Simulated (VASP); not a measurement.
# Ga (Cmce) in VASP: single point with r2SCAN

Aim: the single point of Ga with r2SCAN.

All numbers are computed with VASP 6.6.1; they aren't measurements. Logs are shortened: lines on timing, memory, paths and dates and some standing lists are left out, and cuts for length are marked.

## Step 1: The cell of the first run

The structure is orthorhombic, space group Cmce (No. 64). The conventional cell has a = 4.479 Å, b = 7.590 Å, c = 4.485 Å, α = 90.00°, β = 90.00°, γ = 90.00°. Within 3.3 Å of Ga (site symmetry m) lie 7 Ga at 2.48 to 2.77 Å.

## Step 2: Single point, r2SCAN

POSCAR reads:

```
Ga
1.0
   -2.2393290000      0.0000000000      3.7952470000
    0.0000000000     -4.4846150000      0.0000000000
    2.2393290000      0.0000000000      3.7952470000
Ga
4
Direct
    0.1555760948      0.9152339994      0.1555760948
    0.6555760948      0.5847660006      0.6555760948
    0.8444239052      0.0847660006      0.8444239052
    0.3444239052      0.4152339994      0.3444239052
```

INCAR.step1 reads:

```
PREC = Accurate
ENCUT = 520
ISMEAR = 1
SIGMA = 0.0349
LREAL = False
LASPH = True
NELM = 100
NBANDS = 34
GGA = PE
ALGO = Normal
EDIFF = 1E-4
LWAVE = True
LCHARG = False
```

INCAR.step2 reads:

```
PREC = Accurate
ENCUT = 520
EDIFF = 1E-6
ISMEAR = 1
SIGMA = 0.0349
LREAL = False
LASPH = True
NELM = 100
ALGO = Normal
ISIF = 2
LWAVE = False
LCHARG = True
METAGGA = R2SCAN
LMIXTAU = True
LELF = True
LVHAR = True
NBANDS = 34
ISTART = 1
```

KPOINTS reads:

```
regular mesh
0
Gamma
  6 6 6
```

Potentials or basis: VASP PAW PBE potentials, release 64 (Ga_d).

On the command line:

```console
$ cat potpaw_PBE.64/Ga_d/POTCAR > POTCAR
$ cp INCAR.step1 INCAR
$ mpirun -np 1 vasp_std > vasp.out
$ cp INCAR.step2 INCAR
$ mpirun -np 1 vasp_std > vasp.out
```

OUTCAR:

```text
PREC = Accurate
   ENCUT = 520
   EDIFF = 1E-6
   ISMEAR = 1
   LREAL = False
   LASPH = True
   NELM = 100
   ISIF = 2
   METAGGA = R2SCAN
   ISTART = 1

 ion  position               nearest neighbor table
   1  0.156  0.915  0.156-   3 2.48   4 2.66   4 2.66   2 2.69   2 2.69   3 2.77   3 2.77
   2  0.656  0.585  0.656-   4 2.48   3 2.66   3 2.66   1 2.69   1 2.69   4 2.77   4 2.77
   3  0.844  0.085  0.844-   1 2.48   2 2.66   2 2.66   4 2.69   4 2.69   1 2.77   1 2.77
   4  0.344  0.415  0.344-   2 2.48   1 2.66   1 2.66   3 2.69   3 2.69   2 2.77   2 2.77

  LATTYP: Found a base centered orthorhombic cell.
 ALAT       =     4.4786580000
 B/A-ratio  =     1.6948143841
 C/A-ratio  =     1.0013300859

  Lattice vectors:

 A1 = (   2.2393290000,   0.0000000000,  -3.7952470000)
 A2 = (   2.2393290000,   0.0000000000,   3.7952470000)
 A3 = (   0.0000000000,  -4.4846150000,   0.0000000000)

Analysis of symmetry for initial positions (statically):
=====================================================================
 Subroutine PRICEL returns:
 Original cell was already a primitive cell.

 Routine SETGRP: Setting up the symmetry group for a
 base centered orthorhombic supercell.

 Subroutine GETGRP returns: Found  8 space group operations
 (whereof  4 operations were pure point group operations)
 out of a pool of  8 trial point group operations.

The static configuration has the point symmetry C_2h.
 The point group associated with its full space group is D_2h.

Analysis of symmetry for dynamics (positions and initial velocities):
=====================================================================
 Subroutine PRICEL returns:
 Original cell was already a primitive cell.

 Routine SETGRP: Setting up the symmetry group for a
 base centered orthorhombic supercell.

 Subroutine GETGRP returns: Found  8 space group operations
 (whereof  4 operations were pure point group operations)
 out of a pool of  8 trial point group operations.

The dynamic configuration has the point symmetry C_2h.
 The point group associated with its full space group is D_2h.

 Subroutine INISYM returns: Found  8 space group operations
 (whereof  4 operations are pure point group operations),
 and found     1 'primitive' translations

----------------------------------------------------------------------------------------

[... 95 lines left out ...]
   NELM   =    100;   NELMIN=  2; NELMDL=  0     # of ELM steps
   EDIFF  = 0.1E-05   stopping-criterion for ELM
   LREAL  =      F    real-space projection
   EDIFFG = 0.1E-04   stopping-criterion for IOM
   NSW    =      0    number of steps for IOM
   IBRION =     -1    ionic relax: 0-MD 1-quasi-New 2-CG
   NFREE  =      0    steps in history (QN), initial steepest desc. (CG)
   ISIF   =      2    stress and relaxation
   ISYM   =      2    0-nonsym 1-usesym 2-fastsym
   POTIM  = 0.5000    time-step for ionic-motion
   TEBEG  =    0.0;   TEEND  =   0.0 temperature during run
   PSTRESS=    0.0 pullay stress
   NELECT =      52.0000    total number of electrons
   NUPDOWN=      -1.0000    fix difference up-down
   EMIN   =  10.00;   EMAX   =-10.00  energy-range for DOS
   EFERMI =   0.00;   METHOD = LEGACY
   ISMEAR =     1;   SIGMA  =   0.03  broadening in eV -4-tet -1-fermi 0-gaus
   EFERMI_NEDOS =   21; number of points for ismear=-14 and -15
   IALGO  =     38    algorithm
   IMIX   =      4    mixing-type and parameters
     AMIX     =   0.40;   BMIX     =  1.00
     AMIX_MAG =   1.60;   BMIX_MAG =  1.00
  volume/ion in A,a.u.               =      19.06       128.60
  Fermi-wavevector in a.u.,A,eV,Ry     =   1.441136  2.723352 28.257565  2.076872
  Thomas-Fermi vector in A             =   2.559802
   LORBIT       =      0    0 simple, 1 ext, 2 COOP (PROOUT), +10 PAW based schemes
   METAGGA = R2SCAN    functional components
   LHFCALC =     F    Hartree Fock is set to
   AEXX    =    0.0000 exact exchange contribution
   IVDW    =     0    specifies the selected vdW correction
   LEPSILON=     F    determine dielectric tensor
   LRPA    =     F    only Hartree local field effects (RPA)
 non-spin polarized calculation
 Methfessel and Paxton  Order N= 1 SIGMA  =   0.03
  energy-cutoff  :      520.00
  volume of cell :       76.23
 maximum number of plane-waves:      2072
 NGX is ok and might be reduce to    36
   NGX = 17   NGY = 17   NGZ = 17

 number of electron      52.0000011 magnetization

 Free energy of the ion-electron system (eV)
  ---------------------------------------------------
  ext. energy  EPLUGINS =         0.00000000
  ---------------------------------------------------
  free energy    TOTEN  =       -45.77624027 eV

  energy without entropy =      -45.77627173  energy(sigma->0) =      -45.77625076

 E-fermi :   5.2377     XC(G=0): -11.8047

 val. band max:        5.1600561616   @ k =  -0.3333   0.0000   0.3333
 cond. band min:       5.2668689204   @ k =   0.0000   0.5000   0.0000
 fundamental gap:      0.1068127589
 Fermi energy:         5.2376959717

 k-point     1 :       0.0000    0.0000    0.0000
  band No.  band energies     occupation
      1     -10.5563      2.00000
      2     -10.5495      2.00000
      3     -10.5103      2.00000
      4     -10.4926      2.00000
      5     -10.4714      2.00000
      6     -10.4506      2.00000
[... 877 lines left out ...]
     33      13.5974      0.00000
     34      14.2729      0.00000

 [... further k-points ...]

------------------------ aborting loop because EDIFF is reached ----------------------------------------

  FORCE on cell =-STRESS in cart. coord.  units (eV):
  Direction    XX          YY          ZZ          XY          YZ          ZX
  --------------------------------------------------------------------------------------
  -------------------------------------------------------------------------------------
  Total       -0.1450021      0.6903920      0.2388445      0.0000000      0.0000000      0.0000000
  in kB       -3.0476977     14.5108629      5.0201040      0.0000000      0.0000000      0.0000000
  external PRESSURE =       5.4944231 kB  Pullay stress =       0.0000000 kB

 VOLUME and BASIS-vectors are now :
 -----------------------------------------------------------------------------
  energy-cutoff  :      520.00
  volume of cell :       76.23
      direct lattice vectors                 reciprocal lattice vectors
    -2.239329000  0.000000000  3.795247000    -0.223281170  0.000000000  0.131743731
     0.000000000 -4.484615000  0.000000000     0.000000000 -0.222984582  0.000000000
     2.239329000  0.000000000  3.795247000     0.223281170  0.000000000  0.131743731

 POSITION                                       TOTAL-FORCE (eV/Angst)
 -----------------------------------------------------------------------------------
      0.00000     -4.10447      1.18090         0.000000      0.017235     -0.022018
      0.00000     -2.62245      4.97615         0.000000     -0.017235     -0.022018
      0.00000     -0.38014      6.40959         0.000000     -0.017235      0.022018
      0.00000     -1.86216      2.61435         0.000000      0.017235      0.022018
 -----------------------------------------------------------------------------------
    total drift:                               -0.000000     -0.000000      0.000000

  FREE ENERGIE OF THE ION-ELECTRON SYSTEM (eV)
  ---------------------------------------------------
  free  energy   TOTEN  =       -45.7762402725 eV

  energy  without entropy=      -45.7762717278  energy(sigma->0) =      -45.77625076
```

It took 8.7 min on 1 thread of AMD EPYC 7R43 (Zen 3), shared host; peak memory 0.23 GiB.

What came out:

```yaml
Free_energy: -45.7762 eV
Pressure: 0.5 GPa
Largest_force: 0.028 eV/Å
Band_gap_on_the_k_mesh: zero (bands 26 and 27 overlap by 1.27 eV)
```

Forces on the atoms (eV/Å):
```
Ga   0.000  0.017 -0.022
Ga   0.000 -0.017 -0.022
Ga   0.000 -0.017  0.022
Ga   0.000  0.017  0.022
```

Caveat: the PAW data sets were made with another functional, which shifts forces and pressure a little.

The gap in the log of VASP goes by the Fermi energy; the results here count the filled bands.